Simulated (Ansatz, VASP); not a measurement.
# Two plane-wave programs on Sc

File INCAR:

```
ALGO = Normal
DIPOL = 0.5 0.5 0.500
EDIFF = 1E-7
ENCUT = 520
GGA = PS
IDIPOL = 3
ISIF = 2
ISMEAR = 0
LASPH = T
LCHARG = T
LDIPOL = T
LELF = T
LREAL = F
LVACPOTAV = T
LVHAR = T
LWAVE = F
NBANDS = 54
NELM = 100
PREC = Accurate
SIGMA = 0.1
```

The input KPOINTS:

```
k-points
0
Gamma
  11 7 1
```

Contents of POSCAR:

```
Sc
1.0
    3.2769193513      0.0000000000      0.0000000000
    0.0000000000      5.0825078105      0.0000000000
    0.0000000000      0.0000000000     24.4596513480
Sc
8
Direct
    0.0000000000      0.7500000000      0.3066274287
    0.5000000000      0.2500000000      0.3453019430
    0.5000000000      0.7500000000      0.4226509715
    0.0000000000      0.2500000000      0.4613254857
    0.0000000000      0.7500000000      0.5386745143
    0.5000000000      0.2500000000      0.5773490285
    0.5000000000      0.7500000000      0.6546980570
    0.0000000000      0.2500000000      0.6933725713
```

Input for Ansatz:

```yaml
crystal:
  lattice:
    - [3.2769193513, 0.0, 0.0]
    - [0.0, 5.0825078105, 0.0]
    - [0.0, 0.0, 24.459651348]
  atoms:
    - { symbol: Sc, position: [0.0, 0.75, 0.3066274287] }
    - { symbol: Sc, position: [0.5, 0.25, 0.345301943] }
    - { symbol: Sc, position: [0.5, 0.75, 0.4226509715] }
    - { symbol: Sc, position: [0.0, 0.25, 0.4613254857] }
    - { symbol: Sc, position: [0.0, 0.75, 0.5386745143] }
    - { symbol: Sc, position: [0.5, 0.25, 0.5773490285] }
    - { symbol: Sc, position: [0.5, 0.75, 0.654698057] }
    - { symbol: Sc, position: [0.0, 0.25, 0.6933725713] }
basis:
  ecutwfc: 420
kpoints:
  mp_grid: { grid: [11, 7, 1] }
hamiltonian:
  xc: pbesol
scf:
  occupations: { method: gaussian, width: 0.1 }
output:
  forces: true
  stress: true
  eigenvalues: true
efield:
  axis: 3
  dipole_correction: true
```

Alike in both runs: task single point; functional PBEsol; k mesh 11 × 7 × 1; occupations gaussian, width 0.1 eV; no spin polarisation.

```csv
,VASP,Ansatz
version,VASP 6.6.1,Ansatz 0.2.0
potentials or method,"VASP PAW PBE potentials, release 64 (Sc_sv), cutoff 520 eV","scalar-relativistic, plane waves, PAW"
valence electrons in the cell,88,88
```

|  | VASP | Ansatz | Ansatz less VASP |
| --- | --- | --- | --- |
| gap on the k mesh at the Fermi level (eV) | none | none | - |
| rms of the force components (eV/Å) | 0.197 | 0.198 | +0.0012 |
| work function, face that differs most (eV) | 3.65 | 3.65 | +0.002 |

VASP's potentials were made for PBE, not for PBEsol. Atom by atom the forces differ by 0.002 eV/Å (rms over components). A gap of «none» marks a metal or a gap that the smearing closes.
